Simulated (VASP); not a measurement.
Wanted: the native input for a VASP 6.6.1 run.

```
Task                   : single point
Functional             : PBE
Potentials or basis    : VASP PAW PBE potentials, release 64 (In_d, Ga_d, N)
Cutoff                 : 520 eV
k mesh                 : 6 × 6 × 6
Occupations            : gaussian, width 0.02 eV
Spin                   : no spin polarisation
Dipole correction      : no
Further INCAR settings : ALGO = Normal; EDIFF = 1e-06; NBANDS = 66
```

The structure of InGa2N3 lies in POSCAR:

```
InGa2N3
1.0
    4.9099379148     -2.8318317502      0.0000000000
    4.9099379148      2.8318317502      0.0000000000
    0.0000000000      0.0000000000      5.2848121572
In Ga N
2 4 6
Direct
    0.3248420561      0.6751579439      0.9893176100
    0.6751579439      0.3248420561      0.4893176100
    0.0068906823      0.3341175289      0.9926652877
    0.6658824711      0.9931093177      0.9926652877
    0.9931093177      0.6658824711      0.4926652877
    0.3341175289      0.0068906823      0.4926652877
    0.0270913484      0.3334461254      0.3588470930
    0.6665538746      0.9729086516      0.3588470930
    0.9729086516      0.6665538746      0.8588470930
    0.3334461254      0.0270913484      0.8588470930
    0.3078670561      0.6921329439      0.3956586287
    0.6921329439      0.3078670561      0.8956586287
```

The input as run:

INCAR

```
PREC = Accurate
ENCUT = 520
EDIFF = 1E-6
ISMEAR = 0
SIGMA = 0.02
LREAL = False
LASPH = True
NELM = 80
ALGO = Normal
ISIF = 2
LWAVE = False
LCHARG = False
GGA = PE
NBANDS = 66
```

KPOINTS

```
regular mesh
0
Gamma
  6 6 6
```

Potentials or basis: VASP PAW PBE potentials, release 64 (In_d, Ga_d, N).

Run with:

```console
$ cat potpaw_PBE.64/In_d/POTCAR potpaw_PBE.64/Ga_d/POTCAR potpaw_PBE.64/N/POTCAR > POTCAR
$ mpirun -np 1 vasp_std > vasp.out
```

It gave:

```json
{
  "Pressure": "11.0 GPa",
  "Largest force": "0.021 eV/Å",
  "Band gap on the k mesh": "1.19 eV"
}
```

Caveat: the cell stands under pressure; spin-orbit coupling is left out, which moves the levels of the heavy elements.

It took 15 min on 1 thread of Intel Xeon 8259CL (shared host), peak memory 0.52 GiB.
